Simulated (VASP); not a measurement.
# BP (zinc blende) (F-43m) in VASP: notebook

BP (zinc blende) is run at these levels: PBEsol; tasks: single point.

Program: VASP 6.6.1. These are calculated values, not measurements. Logs are shortened: lines on timing, memory, paths and dates and some standing lists are left out, and cuts for length are marked.

### 1 The cell of the first run

The structure is cubic, space group F-43m (No. 216). The conventional cell has a = 4.346 Å, b = 4.346 Å, c = 4.346 Å, α = 90.00°, β = 90.00°, γ = 90.00°. Within 2.5 Å of B (site symmetry -43m) lie 4 P at 1.88 Å. P (site symmetry -43m) has 4 B at 1.88 Å within 2.5 Å.

### 2 Single point, PBEsol (volume scaled by 0.88)

INCAR

```
SYSTEM = BP
PREC     = Accurate       ! precision mode
ENCUT    = 500            ! plane-wave cutoff, eV
EDIFF    = 1E-6           ! SCF threshold, eV
ISMEAR   = 0              ! smearing method
SIGMA    = 0.01           ! smearing width, eV
LREAL    = .FALSE.        ! projectors in reciprocal space
LASPH    = .TRUE.         ! aspherical terms in the spheres
NELM     = 120            ! most SCF steps
ALGO     = Normal         ! electronic algorithm
ISIF     = 2              ! what is computed and relaxed
LWAVE    = .FALSE.        ! write WAVECAR
LCHARG   = .FALSE.        ! write CHGCAR
GGA      = PS             ! functional
NBANDS   = 11             ! bands
GGA_COMPAT= .FALSE.
```

KPOINTS

```
regular mesh
0
G
  10 10 10
  0 0 0
```

POSCAR

```
BP
1.0
    0.0000000000      2.1729089052      2.1729089052
    2.1729089052      0.0000000000      2.1729089052
    2.1729089052      2.1729089052      0.0000000000
B P
1 1
Direct
    0.0000000000      0.0000000000      0.0000000000
    0.2500000000      0.2500000000      0.2500000000
```

Potentials or basis: VASP PAW PBE potentials, release 64 (B, P).

Started as:

```
$ cat potpaw_PBE.64/B/POTCAR potpaw_PBE.64/P/POTCAR > POTCAR
$ mpirun -np 1 vasp_std > vasp.out
```

OUTCAR:

```text
SYSTEM = BP
   PREC = Accurate
   ENCUT = 500
   EDIFF = 1E-6
   ISMEAR = 0
   LREAL = .FALSE.
   LASPH = .TRUE.
   NELM = 120
   ISIF = 2
   GGA = PS

 ion  position               nearest neighbor table
   1  0.000  0.000  0.000-   2 1.88   2 1.88   2 1.88   2 1.88
   2  0.250  0.250  0.250-   1 1.88   1 1.88   1 1.88   1 1.88

  LATTYP: Found a face centered cubic cell.
 ALAT       =     4.3458178104

  Lattice vectors:

 A1 = (   0.0000000000,   2.1729089052,   2.1729089052)
 A2 = (   2.1729089052,   0.0000000000,   2.1729089052)
 A3 = (   2.1729089052,   2.1729089052,   0.0000000000)

Analysis of symmetry for initial positions (statically):
=====================================================================
 Subroutine PRICEL returns:
 Original cell was already a primitive cell.

 Routine SETGRP: Setting up the symmetry group for a
 face centered cubic supercell.

 Subroutine GETGRP returns: Found 24 space group operations
 (whereof 24 operations were pure point group operations)
 out of a pool of 48 trial point group operations.

The static configuration has the point symmetry T_d .

Analysis of symmetry for dynamics (positions and initial velocities):
=====================================================================
 Subroutine PRICEL returns:
 Original cell was already a primitive cell.

 Routine SETGRP: Setting up the symmetry group for a
 face centered cubic supercell.

 Subroutine GETGRP returns: Found 24 space group operations
 (whereof 24 operations were pure point group operations)
 out of a pool of 48 trial point group operations.

The dynamic configuration has the point symmetry T_d .

 Subroutine INISYM returns: Found 24 space group operations
 (whereof 24 operations are pure point group operations),
 and found     1 'primitive' translations

----------------------------------------------------------------------------------------

                                     Primitive cell

  volume of cell :      20.5189

  direct lattice vectors                    reciprocal lattice vectors
     0.000000000  2.172908905  2.172908905    -0.230106287  0.230106287  0.230106287
     2.172908905  0.000000000  2.172908905     0.230106287 -0.230106287  0.230106287
     2.172908905  2.172908905  0.000000000     0.230106287  0.230106287 -0.230106287

  length of vectors
     3.072957244  3.072957244  3.072957244     0.398555780  0.398555780  0.398555780

  position of ions in fractional coordinates (direct lattice)
     0.000000000  0.000000000  0.000000000
     0.250000000  0.250000000  0.250000000

  ion indices of the primitive-cell ions
   primitive index   ion index
                 1           1
                 2           2

----------------------------------------------------------------------------------------

 KPOINTS: regular mesh

Automatic generation of k-mesh.
 Grid dimensions read from file:
 generate k-points for:   10   10   10

 Generating k-lattice:

  Cartesian coordinates                     Fractional coordinates (reciprocal lattice)
    -0.023010629  0.023010629  0.023010629     0.100000000  0.000000000  0.000000000
     0.023010629 -0.023010629  0.023010629     0.000000000  0.100000000  0.000000000
     0.023010629  0.023010629 -0.023010629     0.000000000  0.000000000  0.100000000

  Length of vectors
     0.039855578  0.039855578  0.039855578

  Shift w.r.t. Gamma in fractional coordinates (k-lattice)
     0.000000000  0.000000000  0.000000000

 Subroutine IBZKPT returns following result:
 ===========================================

 Found     47 irreducible k-points:

 Following reciprocal coordinates:
            Coordinates               Weight
  0.000000  0.000000  0.000000      1.000000
  0.100000  0.000000  0.000000      8.000000
  0.200000  0.000000  0.000000      8.000000
  0.300000  0.000000  0.000000      8.000000
  0.400000  0.000000  0.000000      8.000000
  0.500000  0.000000  0.000000      4.000000
[... 16 lines left out ...]
  0.300000  0.300000  0.000000      6.000000
  0.400000  0.300000  0.000000     24.000000
 [... further k-points ...]
   k-points           NKPTS =     47   k-points in BZ     NKDIM =     47   number of bands    NBANDS=     11
   number of dos      NEDOS =    301   number of ions     NIONS =      2
   total plane-waves  NPLWV =  13824
   dimension x,y,z NGX =    24 NGY =   24 NGZ =   24
   dimension x,y,z NGXF=    48 NGYF=   48 NGZF=   48
   ions per type =               1   1
   NGX,Y,Z   is equivalent  to a cutoff of  12.98, 12.98, 12.98 a.u.
   NGXF,Y,Z  is equivalent  to a cutoff of  25.97, 25.97, 25.97 a.u.
 SYSTEM =  BP
   PREC   = accura    normal or accurate (medium, high low for compatibility)
   ISTART =      0    job   : 0-new  1-cont  2-samecut
   ICHARG =      2    charge: 1-file 2-atom 10-const
   ISPIN  =      1    spin polarized calculation?
   LNONCOLLINEAR =      F non collinear calculations
   LSORBIT =      F    spin-orbit coupling
   LASPH  =      T    aspherical Exc in radial PAW
   ENCUT  =  500.0 eV  36.75 Ry    6.06 a.u.   5.60  5.60  5.60*2*pi/ulx,y,z
   NELM   =    120;   NELMIN=  2; NELMDL= -5     # of ELM steps
   EDIFF  = 0.1E-05   stopping-criterion for ELM
   LREAL  =      F    real-space projection
[... 7 lines left out ...]
   TEBEG  =    0.0;   TEEND  =   0.0 temperature during run
   PSTRESS=    0.0 pullay stress
   NELECT =       8.0000    total number of electrons
   NUPDOWN=      -1.0000    fix difference up-down
   EMIN   =  10.00;   EMAX   =-10.00  energy-range for DOS
   EFERMI =   0.00;   METHOD = LEGACY
   ISMEAR =     0;   SIGMA  =   0.01  broadening in eV -4-tet -1-fermi 0-gaus
   EFERMI_NEDOS =   21; number of points for ismear=-14 and -15
   IALGO  =     38    algorithm
   IMIX   =      4    mixing-type and parameters
     AMIX     =   0.40;   BMIX     =  1.00
     AMIX_MAG =   1.60;   BMIX_MAG =  1.00
  volume/ion in A,a.u.               =      10.26        69.23
  Fermi-wavevector in a.u.,A,eV,Ry     =   1.195969  2.260054 19.460987  1.430342
  Thomas-Fermi vector in A             =   2.331921
   LORBIT       =      0    0 simple, 1 ext, 2 COOP (PROOUT), +10 PAW based schemes
   GGA     = PS    functional components
   LHFCALC =     F    Hartree Fock is set to
   AEXX    =    0.0000 exact exchange contribution
   IVDW    =     0    specifies the selected vdW correction
   LEPSILON=     F    determine dielectric tensor
   LRPA    =     F    only Hartree local field effects (RPA)
 non-spin polarized calculation
 Gauss-broadening in eV      SIGMA  =   0.01
  energy-cutoff  :      500.00
  volume of cell :       20.52
 maximum number of plane-waves:       544
 NGX is ok and might be reduce to    24
   NGX = 11   NGY = 11   NGZ = 11

 number of electron       7.9999999 magnetization

 Free energy of the ion-electron system (eV)
  ---------------------------------------------------
  ext. energy  EPLUGINS =         0.00000000
  ---------------------------------------------------
  free energy    TOTEN  =       -13.48827131 eV

  energy without entropy =      -13.48827131  energy(sigma->0) =      -13.48827131

 E-fermi :   9.0502     XC(G=0): -11.6002

 val. band max:        9.0067390488   @ k =   0.0000   0.0000   0.0000
 cond. band min:       9.9646260734   @ k =   0.4000   0.4000   0.0000
 fundamental gap:      0.9578870246
 Fermi energy:         9.0501922897

 k-point     1 :       0.0000    0.0000    0.0000
  band No.  band energies     occupation
      1      -7.6938      2.00000
      2       9.0067      2.00000
      3       9.0067      2.00000
      4       9.0067      2.00000
      5      12.5951      0.00000
      6      12.5951      0.00000
      7      12.5951      0.00000
      8      18.3813      0.00000
      9      21.2272      0.00000
     10      21.5343      0.00000
     11      21.5343      0.00000

 k-point     2 :       0.1000    0.0000    0.0000
  band No.  band energies     occupation
      1      -7.4934      2.00000
      2       7.5947      2.00000
      3       8.6766      2.00000
      4       8.6766      2.00000
      5      13.0532      0.00000
      6      13.0532      0.00000
      7      13.1525      0.00000
      8      18.7392      0.00000
      9      20.7254      0.00000
     10      20.7254      0.00000
     11      21.8857      0.00000

 k-point     3 :       0.2000    0.0000    0.0000
  band No.  band energies     occupation
      1      -6.8977      2.00000
      2       5.0412      2.00000
      3       8.0620      2.00000
      4       8.0620      2.00000
      5      13.5628      0.00000
      6      13.8172      0.00000
      7      13.8172      0.00000
      8      19.4181      0.00000
      9      20.0539      0.00000
     10      20.0539      0.00000
     11      22.8502      0.00000

 k-point     4 :       0.3000    0.0000    0.0000
  band No.  band energies     occupation
      1      -5.9314      2.00000
      2       2.4415      2.00000
      3       7.5334      2.00000
      4       7.5334      2.00000
      5      13.6134      0.00000
      6      14.0547      0.00000
      7      14.0547      0.00000
      8      19.6731      0.00000
      9      20.7909      0.00000
     10      20.7909      0.00000
     11      23.4016      0.00000
[... 239 lines left out ...]
 k-point    22 :      -0.2000    0.2000    0.0000
  band No.  band energies     occupation
      1      -5.6056      2.00000
      2       3.4215      2.00000
      3       4.2801      2.00000
      4       7.6575      2.00000
      5      13.7193      0.00000
      6      14.6490      0.00000
      7      15.9374      0.00000
      8      18.1944      0.00000
      9      18.5554      0.00000
     10      23.5453      0.00000
     11      26.5312      0.00000

 k-point    23 :       0.3000    0.3000    0.0000
  band No.  band energies     occupation
      1      -5.3312      2.00000
      2       4.0548      2.00000
      3       5.3778      2.00000
      4       5.3778      2.00000
      5      10.3487      0.00000
      6      12.6946      0.00000
      7      18.7037      0.00000
      8      18.7037      0.00000
      9      23.7955      0.00000
     10      24.0208      0.00000
     11      27.1965      0.00000

 k-point    24 :       0.4000    0.3000    0.0000
  band No.  band energies     occupation
      1      -4.3948      2.00000
      2       2.5624      2.00000
      3       4.4270      2.00000
      4       5.0537      2.00000
      5      10.6210      0.00000
      6      12.4601      0.00000
      7      19.3141      0.00000
      8      19.4578      0.00000
      9      24.5141      0.00000
     10      25.0645      0.00000
     11      27.9521      0.00000

 [... further k-points ...]

------------------------ aborting loop because EDIFF is reached ----------------------------------------

  FORCE on cell =-STRESS in cart. coord.  units (eV):
  Direction    XX          YY          ZZ          XY          YZ          ZX
  --------------------------------------------------------------------------------------
  -------------------------------------------------------------------------------------
  Total        3.2061058      3.2061058      3.2061058     -0.0000000     -0.0000000      0.0000000
  in kB      250.3420949    250.3420949    250.3420949     -0.0000000     -0.0000000      0.0000000
  external PRESSURE =     250.3420949 kB  Pullay stress =       0.0000000 kB

 VOLUME and BASIS-vectors are now :
 -----------------------------------------------------------------------------
  energy-cutoff  :      500.00
  volume of cell :       20.52
      direct lattice vectors                 reciprocal lattice vectors
     0.000000000  2.172908905  2.172908905    -0.230106287  0.230106287  0.230106287
     2.172908905  0.000000000  2.172908905     0.230106287 -0.230106287  0.230106287
     2.172908905  2.172908905  0.000000000     0.230106287  0.230106287 -0.230106287

 POSITION                                       TOTAL-FORCE (eV/Angst)
 -----------------------------------------------------------------------------------
      0.00000      0.00000      0.00000        -0.000000     -0.000000     -0.000000
      1.08645      1.08645      1.08645         0.000000      0.000000      0.000000
 -----------------------------------------------------------------------------------
    total drift:                                0.000000      0.000000      0.000000

  FREE ENERGIE OF THE ION-ELECTRON SYSTEM (eV)
  ---------------------------------------------------
  free  energy   TOTEN  =       -13.4882713134 eV

  energy  without entropy=      -13.4882713134  energy(sigma->0) =      -13.48827131
```

Wall time 6.2 s (1 thread of AMD EPYC 9R45 (Zen 5), shared host); peak memory 0.1 GiB.

What came out:

- Free energy: -13.4883 eV
- Pressure: 25.0 GPa
- Band gap on the k mesh: 0.96 eV, indirect (least direct gap 3.59 eV)

Caveat: the PAW data sets were made with another functional, which shifts forces and pressure a little. A k mesh can miss the band edges.

### 3 Single point, PBEsol (volume scaled by 0.96)

INCAR

```
SYSTEM = BP
PREC = Accurate
ENCUT = 500
EDIFF = 1E-6
ISMEAR = 0
SIGMA = 0.01
LREAL = .FALSE.
LASPH = .TRUE.
NELM = 120
ALGO = Normal
ISIF = 2
LWAVE = .FALSE.
LCHARG = .FALSE.
GGA = PS
NBANDS = 11
GGA_COMPAT = .FALSE.
```

KPOINTS is that of step 2.

POSCAR

```
BP
1.0
    0.0000000000      2.2368543514      2.2368543514
    2.2368543514      0.0000000000      2.2368543514
    2.2368543514      2.2368543514      0.0000000000
B P
1 1
Direct
    0.0000000000      0.0000000000      0.0000000000
    0.2500000000      0.2500000000      0.2500000000
```

Potentials or basis: VASP PAW PBE potentials, release 64 (B, P).

Started as:

```
$ cat potpaw_PBE.64/B/POTCAR potpaw_PBE.64/P/POTCAR > POTCAR
$ mpirun -np 1 vasp_std > vasp.out
```

Run time: 6.4 s. Hardware: 1 thread of AMD EPYC 9R45 (Zen 5), shared host; peak memory 0.11 GiB.

It converged, with:

```yaml
Free_energy: -13.6606 eV
Pressure: 5.7 GPa
Band_gap_on_the_k_mesh: 1.07 eV, indirect (least direct gap 3.42 eV)
```

Levels at points of the mesh, in eV from the valence-band top:
| k point | band 2 | band 3 | band 4 | band 5 | band 6 | band 7 |
| --- | --- | --- | --- | --- | --- | --- |
| (0.00, 0.00, 0.00) | 0.00 | 0.00 | 0.00 | 3.42 | 3.42 | 3.42 |
| (0.50, 0.00, 0.00) | -9.41 | -1.82 | -1.82 | 3.99 | 4.68 | 4.68 |
| (0.50, 0.50, 0.00) | -8.82 | -4.30 | -4.30 | 1.14 | 1.48 | 12.50 |

Caveat: the PAW data sets were made with another functional, which shifts forces and pressure a little.

[end of part 1 of 2]
